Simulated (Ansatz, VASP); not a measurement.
One calculation of BaTiO3, two programs

File INCAR:

```
  PREC = Accurate
  ENCUT = 520
  EDIFF = 1E-6
  ISMEAR = -1
  SIGMA = 0.02
  LREAL = False
  LASPH = True
  NELM = 60
  ALGO = Normal
  ISIF = 2
  LWAVE = False
  LCHARG = False
  GGA = PE
  IBRION = 2
  NSW = 80
  EDIFFG = -0.02
```

The input KPOINTS:

```
Automatic mesh
0
Gamma
  5 5 5
```

Contents of POSCAR:

```
BaTiO3
1.0
    3.9855000000      0.0000000000      0.0000000000
    0.0000000000      2.8369000000      2.8451500000
    0.0000000000     -2.8369000000      2.8451500000
Ba Ti O
1 1 3
Direct
    0.0000000000      0.0000000000      0.0000000000
    0.5000000000      0.5124000000      0.5124000000
    0.0000000000      0.4874000000      0.4874000000
    0.5000000000      0.5052400000      0.9918400000
    0.5000000000      0.9918400000      0.5052400000
```

Input for Ansatz:

```yaml
crystal:
  lattice:
    - [3.9855, 0.0, 0.0]
    - [0.0, 2.8369, 2.84515]
    - [0.0, -2.8369, 2.84515]
  atoms:
    - { symbol: Ba, position: [0.0, 0.0, 0.0] }
    - { symbol: Ti, position: [0.5, 0.5124, 0.5124] }
    - { symbol: O, position: [0.0, 0.4874, 0.4874] }
    - { symbol: O, position: [0.5, 0.50524, 0.99184] }
    - { symbol: O, position: [0.5, 0.99184, 0.50524] }
kpoints:
  mp_grid: { grid: [5, 5, 5] }
scf:
  occupations: { method: fermi_dirac, width: 0.02 }
hamiltonian:
  xc: pbe
  pseudopotentials: { kind: paw, frozen_core: stored }
output:
  forces: true
  stress: true
  populations: true
  efg: { quadrupole_moments_barn: { Ba: 0.236, Ti: 0.247, O: -0.02558 } }
  write_density: true
  write_potential: true
  elf: true
  volumetric_format: npy
relax:
  f_tol: 0.02
  max_steps: 60
```

Alike in both runs: task relaxation of the atoms; functional PBE; k mesh 5 × 5 × 5; occupations fermi-dirac, width 0.02 eV; no spin polarisation.

|  | VASP | Ansatz |
| --- | --- | --- |
| version | VASP 6.6.1 | Ansatz 0.2.0 |
| potentials or method | VASP PAW PBE potentials, release 64 (Ba_sv, Ti_sv, O) | plane-wave PAW, scalar-relativistic |
| plane-wave cutoff (eV) | 520 | 420 |
| valence electrons in the cell | 40 | 40 |

```csv
,VASP,Ansatz,Ansatz less VASP
"gap on the k mesh at the Fermi level, each at its own relaxed structure (eV)",2.21,2.32,+0.104
```

Ansatz's warnings: stress scf threshold loose.

Spin-orbit coupling is off throughout.
